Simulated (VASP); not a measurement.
NdMo, 4 atoms in the cell. Symmetry: Cmmm, No. 65, orthorhombic system. The conventional cell has a = 6.837 Å, b = 8.453 Å, c = 3.473 Å, α = 90.00°, β = 90.00°, γ = 90.00°. Nd (site symmetry m2m) has 8 Mo at 3.24 to 3.38 Å and 5 Nd at 3.43 to 3.51 Å within 4.3 Å. Within 2.9 Å of Mo (site symmetry 2mm) lie 1 Mo at 2.17 Å. The cell was generated, and may not be a known phase.

| Item | Value |
| --- | --- |
| Program | VASP 6.6.1 |
| Task | relaxation of cell and atoms |
| Functional | PBE |
| Potentials or basis | VASP PAW PBE potentials, release 64 (Nd_3, Mo_sv), 4f in core |
| Cutoff | 500 eV |
| k mesh | 8 × 8 × 10 |
| Occupations | gaussian, width 0.1 eV |
| Spin | no spin polarisation |
| Dipole correction | no |
| Further INCAR settings | ALGO = Normal; EDIFF = 1e-07; IBRION = 2; EDIFFG = -0.01; NSW = 100; ISIF = 3 |

Potentials or basis: VASP PAW PBE potentials, release 64 (Nd_3, Mo_sv), 4f in core.

Run with:

```bash
$ cat potpaw_PBE.64/Nd_3/POTCAR potpaw_PBE.64/Mo_sv/POTCAR > POTCAR
$ mpirun -np 1 vasp_std > vasp.out
```

Hardware: 1 thread of AMD EPYC 7R13 Processor (Zen 3), with other jobs on the host.

Question: How long does it take, and how much memory?

Answer: Run time: 29 min on 1 thread of AMD EPYC 7R13 Processor (Zen 3), with other jobs on the host, peak memory 0.41 GiB. Counts: scf iterations 97, k points 126, ion steps 10.
